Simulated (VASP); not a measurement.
Runs of VASP 6.6.1 on Ni. The structure is that of space group Fm-3m (No. 225), or close to it. The cells are those of the table. 

| task | cell | k mesh | cutoff (eV) | gap on the mesh (eV) | pressure (GPa) | moment (μB) |
| --- | --- | --- | --- | --- | --- | --- |
| single point | a = 2.457 Å, angles 60.0°, 1 atom | 8 × 8 × 8 | 520 | none | -9.8 | (a) |
| single point | a = 2.421 Å, angles 60.0°, 1 atom | 20 × 20 × 20 | 520 | none | -0.2 | (b) |
| relaxation of cell and atoms | relaxed from a = 2.457 Å, angles 60.0°, 1 atom | 10 × 10 × 10 | 600 | none | -0.1 | 0.65 |
| single point | a = 2.422 Å, angles 60.0°, 1 atom | 10 × 10 × 10 | 520 | none | 0.2 | 0.65 |

Alike in all rows: level LDA; potentials or basis VASP PAW LDA potentials, release 64 (Ni); spin collinear, ferromagnetic start; smearing gaussian 0.1 eV.

Task: Estimate the missing entries.

Result: (a) 0.70; (b) 0.60.

Caveats: some runs use coarse meshes.

A gap of «none» marks levels without a gap at the run's occupations.
